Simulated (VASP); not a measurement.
# Mn (P6_3/mmc) in VASP: further runs

Runs on Mn. Level: LDA. Tasks: single point.

Program: VASP 6.6.1. These are calculated values, not measurements. Logs are shortened: lines on timing, memory, paths and dates and some standing lists are left out, and cuts for length are marked.

### Step 1. The cell of the first run

Symmetry: P6_3/mmc, No. 194, hexagonal system. The conventional cell has a = 2.434 Å, b = 2.434 Å, c = 7.838 Å, α = 90.00°, β = 90.00°, γ = 120.00°. Within 3.2 Å of Mn (site symmetry -3m) lie 12 Mn at 2.41 to 2.43 Å. Mn (site symmetry -6m2) has 12 Mn at 2.41 to 2.43 Å within 3.2 Å.

### Step 2. Single point, LDA

The input, INCAR:

```
ALGO = Normal
EDIFF = 1E-6
ENCUT = 520
ISIF = 2
ISMEAR = -1
LASPH = T
LCHARG = F
LREAL = F
LWAVE = F
NBANDS = 34
NELM = 80
PREC = Accurate
SIGMA = 0.1
```

The input, KPOINTS:

```
k-points
0
Gamma
  14 14 4
```

The input, POSCAR:

```
Mn
1.0
    2.4340047625      0.0000000000      0.0000000000
   -1.2170023812      2.1079099573      0.0000000000
    0.0000000000      0.0000000000      7.8377764739
Mn
4
Direct
    1.0000000000      0.0000000000      1.0000000000
    1.0000000000      1.0000000000      0.5000000000
    0.3333333333      0.6666666667      0.2500000000
    0.6666666667      0.3333333333      0.7500000000
```

Potentials or basis: VASP PAW LDA potentials, release 64 (Mn_pv).

Run with:

```
$ cat potpaw_LDA.64/Mn_pv/POTCAR > POTCAR
$ mpirun -np 1 vasp_std > vasp.out
```

OUTCAR:

```text
EDIFF = 1E-6
   ENCUT = 520
   ISIF = 2
   ISMEAR = -1
   LASPH = T
   LREAL = F
   NELM = 80
   PREC = Accurate

 ion  position               nearest neighbor table
   1  0.000  0.000  0.000-   3 2.41   4 2.41   4 2.41   3 2.41   4 2.41   3 2.41
   2  0.000  0.000  0.500-   3 2.41   4 2.41   4 2.41   3 2.41   4 2.41   3 2.41
   3  0.333  0.667  0.250-   1 2.41   2 2.41   1 2.41   2 2.41   1 2.41   2 2.41
   4  0.667  0.333  0.750-   1 2.41   2 2.41   1 2.41   2 2.41   1 2.41   2 2.41

  LATTYP: Found a hexagonal cell.
 ALAT       =     2.4340047625
 C/A-ratio  =     3.2201155046

  Lattice vectors:

 A1 = (   2.4340047625,   0.0000000000,   0.0000000000)
 A2 = (  -1.2170023812,   2.1079099573,   0.0000000000)
 A3 = (   0.0000000000,   0.0000000000,   7.8377764739)

Analysis of symmetry for initial positions (statically):
=====================================================================
 Subroutine PRICEL returns:
 Original cell was already a primitive cell.

 Routine SETGRP: Setting up the symmetry group for a
 hexagonal supercell.

 Subroutine GETGRP returns: Found 24 space group operations
 (whereof 12 operations were pure point group operations)
 out of a pool of 24 trial point group operations.

The static configuration has the point symmetry D_3d.
 The point group associated with its full space group is D_6h.

Analysis of symmetry for dynamics (positions and initial velocities):
=====================================================================
 Subroutine PRICEL returns:
 Original cell was already a primitive cell.

 Routine SETGRP: Setting up the symmetry group for a
 hexagonal supercell.

 Subroutine GETGRP returns: Found 24 space group operations
 (whereof 12 operations were pure point group operations)
 out of a pool of 24 trial point group operations.

The dynamic configuration has the point symmetry D_3d.
 The point group associated with its full space group is D_6h.

 Subroutine INISYM returns: Found 24 space group operations
 (whereof 12 operations are pure point group operations),
 and found     1 'primitive' translations

----------------------------------------------------------------------------------------

                                     Primitive cell

  volume of cell :      40.2130

  direct lattice vectors                    reciprocal lattice vectors
     2.434004762  0.000000000  0.000000000     0.410845540  0.237201783  0.000000000
[... 84 lines left out ...]
   ISPIN  =      1    spin polarized calculation?
   LNONCOLLINEAR =      F non collinear calculations
   LSORBIT =      F    spin-orbit coupling
   LASPH  =      T    aspherical Exc in radial PAW
   ENCUT  =  520.0 eV  38.22 Ry    6.18 a.u.   4.53  4.53 14.57*2*pi/ulx,y,z
   NELM   =     80;   NELMIN=  2; NELMDL= -5     # of ELM steps
   EDIFF  = 0.1E-05   stopping-criterion for ELM
   LREAL  =      F    real-space projection
   EDIFFG = 0.1E-04   stopping-criterion for IOM
   NSW    =      0    number of steps for IOM
   IBRION =     -1    ionic relax: 0-MD 1-quasi-New 2-CG
   NFREE  =      0    steps in history (QN), initial steepest desc. (CG)
   ISIF   =      2    stress and relaxation
   ISYM   =      2    0-nonsym 1-usesym 2-fastsym
   POTIM  = 0.5000    time-step for ionic-motion
   TEBEG  =    0.0;   TEEND  =   0.0 temperature during run
   PSTRESS=    0.0 pullay stress
   NELECT =      52.0000    total number of electrons
   NUPDOWN=      -1.0000    fix difference up-down
   EMIN   =  10.00;   EMAX   =-10.00  energy-range for DOS
   EFERMI =   0.00;   METHOD = LEGACY
   ISMEAR =    -1;   SIGMA  =   0.10  broadening in eV -4-tet -1-fermi 0-gaus
   EFERMI_NEDOS =   21; number of points for ismear=-14 and -15
   IALGO  =     38    algorithm
   IMIX   =      4    mixing-type and parameters
     AMIX     =   0.40;   BMIX     =  1.00
     AMIX_MAG =   1.60;   BMIX_MAG =  1.00
  volume/ion in A,a.u.               =      10.05        67.84
  Fermi-wavevector in a.u.,A,eV,Ry     =   1.783558  3.370435 43.281194  3.181078
  Thomas-Fermi vector in A             =   2.847721
   LORBIT       =      0    0 simple, 1 ext, 2 COOP (PROOUT), +10 PAW based schemes
   GGA     = CA    functional components
   LHFCALC =     F    Hartree Fock is set to
   AEXX    =    0.0000 exact exchange contribution
   IVDW    =     0    specifies the selected vdW correction
   LEPSILON=     F    determine dielectric tensor
   LRPA    =     F    only Hartree local field effects (RPA)
 non-spin polarized calculation
  energy-cutoff  :      520.00
  volume of cell :       40.21
 maximum number of plane-waves:      1110
   NGX =  9   NGY =  9   NGZ = 29

 number of electron      52.0000008 magnetization

 Free energy of the ion-electron system (eV)
  ---------------------------------------------------
  ext. energy  EPLUGINS =         0.00000000
  ---------------------------------------------------
  free energy    TOTEN  =       -40.67530575 eV

  energy without entropy =      -40.51421809  energy(sigma->0) =      -40.59476192

 E-fermi :  11.2144     XC(G=0): -14.7817

 val. band max:       11.2013335538   @ k =   0.2857   0.1429   0.0000
 cond. band min:      11.2148127799   @ k =   0.1429   0.1429   0.5000
 fundamental gap:      0.0134792260
 Fermi energy:        11.2143775779

 k-point     1 :       0.0000    0.0000    0.0000
  band No.  band energies     occupation
      1     -36.8624      2.00000
      2     -36.4077      2.00000
      3     -36.3329      2.00000
      4     -36.0055      2.00000
      5     -36.0055      2.00000
      6     -35.9410      2.00000
[... 877 lines left out ...]
     33      17.8308      0.00000
     34      18.4702      0.00000

 [... further k-points ...]
[... 5 lines left out ...]
  --------------------------------------------------------------------------------------
  -------------------------------------------------------------------------------------
  Total        0.1230493      0.1230493      0.0917198      0.0000000     -0.0000000      0.0000000
  in kB        4.9025662      4.9025662      3.6543271      0.0000000     -0.0000000      0.0000000
  external PRESSURE =       4.4864865 kB  Pullay stress =       0.0000000 kB

 VOLUME and BASIS-vectors are now :
 -----------------------------------------------------------------------------
  energy-cutoff  :      520.00
  volume of cell :       40.21
      direct lattice vectors                 reciprocal lattice vectors
     2.434004762  0.000000000  0.000000000     0.410845540  0.237201783  0.000000000
    -1.217002381  2.107909957  0.000000000     0.000000000  0.474403566  0.000000000
     0.000000000  0.000000000  7.837776474     0.000000000  0.000000000  0.127587206

 POSITION                                       TOTAL-FORCE (eV/Angst)
 -----------------------------------------------------------------------------------
      0.00000      0.00000      0.00000         0.000000     -0.000000      0.000000
      0.00000      0.00000      3.91889         0.000000     -0.000000      0.000000
     -0.00000      1.40527      1.95944        -0.000000      0.000000      0.000000
      1.21700      0.70264      5.87833         0.000000     -0.000000     -0.000000
 -----------------------------------------------------------------------------------
    total drift:                                0.000000     -0.000000      0.000000

  FREE ENERGIE OF THE ION-ELECTRON SYSTEM (eV)
  ---------------------------------------------------
  free  energy   TOTEN  =       -40.6753057532 eV

  energy  without entropy=      -40.5142180860  energy(sigma->0) =      -40.59476192
```

stdout:

```text
POSCAR found type information on POSCAR Mn
 POSCAR found :  1 types and       4 ions
 scaLAPACK will be used
 LDA part: xc-table for (Slater(with rela. corr.)+CA(PZ))
 , standard interpolation
 POSCAR, INCAR and KPOINTS ok, starting setup
 FFT: planning ... GRIDC
 FFT: planning ... GRID_SOFT
 FFT: planning ... GRID
 WAVECAR not read
 entering main loop
```

Wall time 71 s (1 thread of AMD EPYC 7R43 (Zen 3), shared host); peak memory 0.14 GiB.

What came out:

```
Free energy            : -40.6753 eV
Pressure               : 0.4 GPa
Band gap on the k mesh : zero (band 26 reaches 12.76 eV, above the bottom of band 27 at 10.35 eV)
```

Levels at points of the mesh, in eV from the Fermi level:
| k point | band 24 | band 25 | band 26 | band 27 | band 28 | band 29 |
| --- | --- | --- | --- | --- | --- | --- |
| (0.00, 0.00, 0.00) | -0.86 | -0.86 | -0.78 | -0.78 | 0.24 | 0.24 |
| (0.50, 0.00, 0.00) | 0.10 | 0.11 | 1.54 | 1.91 | 1.92 | 2.03 |
| (0.00, 0.00, 0.50) | -1.01 | -1.01 | -1.01 | -0.59 | -0.59 | 0.53 |
| (0.50, 0.00, 0.50) | -0.39 | 0.29 | 0.29 | 1.41 | 1.41 | 1.95 |

Caveat: the run has no spin polarisation, though such a crystal can be magnetic.

### Step 3. Single point, LDA (volume scaled by 0.88)

The input, INCAR:

```
ALGO = Normal ; EDIFF = 1E-7
ENCUT = 520 ; GGA = CA
ISIF = 2 ; ISMEAR = -1
LASPH = True ; LCHARG = True
LELF = True ; LREAL = False
LVHAR = True ; LWAVE = False
NBANDS = 34 ; NELM = 80
PREC = Accurate ; SIGMA = 0.1
```

The input, KPOINTS:

```
k-points
0
Gamma
  17 17 5
```

The input, POSCAR:

```
Mn
1.0
    2.3324677502      0.0000000000      0.0000000000
   -1.1662338751      2.0199763252      0.0000000000
    0.0000000000      0.0000000000      7.5108155665
Mn
4
Direct
    1.0000000000      0.0000000000      1.0000000000
    1.0000000000      1.0000000000      0.5000000000
    0.3333333333      0.6666666667      0.2500000000
    0.6666666667      0.3333333333      0.7500000000
```

Potentials or basis: VASP PAW LDA potentials, release 64 (Mn_pv).

Run with:

```
$ cat potpaw_LDA.64/Mn_pv/POTCAR > POTCAR
$ mpirun -np 1 vasp_std > vasp.out
```

It took 95 s on 1 thread of AMD EPYC 7R43 (Zen 3), shared host; peak memory 0.16 GiB.

Results (log left out):

```
Free energy            : -39.9054 eV
Pressure               : 56.8 GPa
Band gap on the k mesh : zero (band 26 reaches 15.05 eV, above the bottom of band 27 at 12.23 eV)
```

Stress tensor (GPa, compression positive):
```
56.98  0.00  0.00
 0.00 56.98  0.00
 0.00  0.00 56.59
```

Levels at points of the mesh, in eV from the Fermi level:
```csv
k point,band 24,band 25,band 26,band 27,band 28,band 29
"(0.00, 0.00, 0.00)",-1.07,-1.07,-0.96,-0.96,0.26,0.26
```

Caveat: the run has no spin polarisation, though such a crystal can be magnetic. Spin polarisation is off, so any magnetic state and its effect on volume and gap are missing.

### Step 4. Single point, LDA (volume scaled by 0.92)

The input, INCAR:

```
PREC = Accurate
ENCUT = 520
EDIFF = 1E-6
ISMEAR = -1
SIGMA = 0.1
LREAL = F
LASPH = T
NELM = 100
ALGO = Normal
ISIF = 2
LWAVE = F
LCHARG = T
GGA = CA
LELF = T
LVHAR = T
NBANDS = 34
```

The input, KPOINTS:

```
regular mesh
0
Gamma
  17 17 5
```

The input, POSCAR:

```
Mn
1.0
    2.3672858350      0.0000000000      0.0000000000
   -1.1836429175      2.0501296711      0.0000000000
    0.0000000000      0.0000000000      7.6229338209
Mn
4
Direct
    1.0000000000      0.0000000000      1.0000000000
    1.0000000000      1.0000000000      0.5000000000
    0.3333333333      0.6666666667      0.2500000000
    0.6666666667      0.3333333333      0.7500000000
```

Potentials or basis: VASP PAW LDA potentials, release 64 (Mn_pv).

Run with:

```
$ cat potpaw_LDA.64/Mn_pv/POTCAR > POTCAR
$ mpirun -np 1 vasp_std > vasp.out
```

OUTCAR:

```text
PREC = Accurate
   ENCUT = 520
   EDIFF = 1E-6
   ISMEAR = -1
   LREAL = F
   LASPH = T
   NELM = 100
   ISIF = 2
   GGA = CA

 ion  position               nearest neighbor table
   1  0.000  0.000  0.000-   3 2.35   4 2.35   3 2.35   4 2.35   4 2.35   3 2.35
   2  0.000  0.000  0.500-   3 2.35   4 2.35   3 2.35   4 2.35   4 2.35   3 2.35
   3  0.333  0.667  0.250-   1 2.35   2 2.35   1 2.35   2 2.35   1 2.35   2 2.35
   4  0.667  0.333  0.750-   1 2.35   2 2.35   1 2.35   2 2.35   1 2.35   2 2.35

  LATTYP: Found a hexagonal cell.
 ALAT       =     2.3672858350
 C/A-ratio  =     3.2201155045
[... 1081 lines left out ...]

 [... further k-points ...]
[... 5 lines left out ...]
  --------------------------------------------------------------------------------------
  -------------------------------------------------------------------------------------
  Total        7.7843364      7.7843364      7.7148000      0.0000000     -0.0000000      0.0000000
  in kB      337.1149398    337.1149398    334.1035390      0.0000000     -0.0000000      0.0000000
  external PRESSURE =     336.1111395 kB  Pullay stress =       0.0000000 kB

 VOLUME and BASIS-vectors are now :
 -----------------------------------------------------------------------------
  energy-cutoff  :      520.00
  volume of cell :       37.00
      direct lattice vectors                 reciprocal lattice vectors
     2.367285835  0.000000000  0.000000000     0.422424696  0.243887012  0.000000000
    -1.183642918  2.050129671  0.000000000     0.000000000  0.487774024  0.000000000
     0.000000000  0.000000000  7.622933821     0.000000000  0.000000000  0.131183088

 POSITION                                       TOTAL-FORCE (eV/Angst)
 -----------------------------------------------------------------------------------
      0.00000      0.00000      0.00000         0.000000      0.000000     -0.000000
      0.00000      0.00000      3.81147         0.000000      0.000000     -0.000000
     -0.00000      1.36675      1.90573         0.000000     -0.000000      0.000000
      1.18364      0.68338      5.71720        -0.000000     -0.000000      0.000000
 -----------------------------------------------------------------------------------
    total drift:                                0.000000     -0.000000      0.000000

  FREE ENERGIE OF THE ION-ELECTRON SYSTEM (eV)
  ---------------------------------------------------
  free  energy   TOTEN  =       -40.3572167271 eV

  energy  without entropy=      -40.2187856069  energy(sigma->0) =      -40.28800117
```

Wall time 90 s (1 thread of AMD EPYC 7R43 (Zen 3), shared host); peak memory 0.16 GiB.

Results:

| Property | Result |
| --- | --- |
| Free energy | -40.3572 eV |
| Pressure | 33.6 GPa |
| Band gap on the k mesh | zero (band 26 reaches 14.16 eV, above the bottom of band 27 at 11.52 eV) |

Stress tensor (GPa, compression positive):
```
33.71  0.00  0.00
 0.00 33.71  0.00
 0.00  0.00 33.41
```

Caveat: the run has no spin polarisation, though such a crystal can be magnetic.

### Step 5. The runs side by side

```csv
cell,k mesh,gap on the mesh (eV),pressure (GPa)
"a = 2.434, b = 2.434, c = 7.838 Å, angles 90.0, 90.0, 120.0°, 4 atoms",14 × 14 × 4,none,0.4
"a = 2.332, b = 2.332, c = 7.511 Å, angles 90.0, 90.0, 120.0°, 4 atoms",17 × 17 × 5,none,56.8
"a = 2.367, b = 2.367, c = 7.623 Å, angles 90.0, 90.0, 120.0°, 4 atoms",17 × 17 × 5,none,33.6
```

Alike in all rows: task single point; level LDA; potentials or basis VASP PAW LDA potentials, release 64 (Mn_pv); no spin polarisation; cutoff (eV) 520; smearing fermi-dirac 0.1 eV.

Caveats: the run has no spin polarisation, though such a crystal can be magnetic.

Total energies depend on the potentials used, so only differences within one code and one set of settings carry meaning.
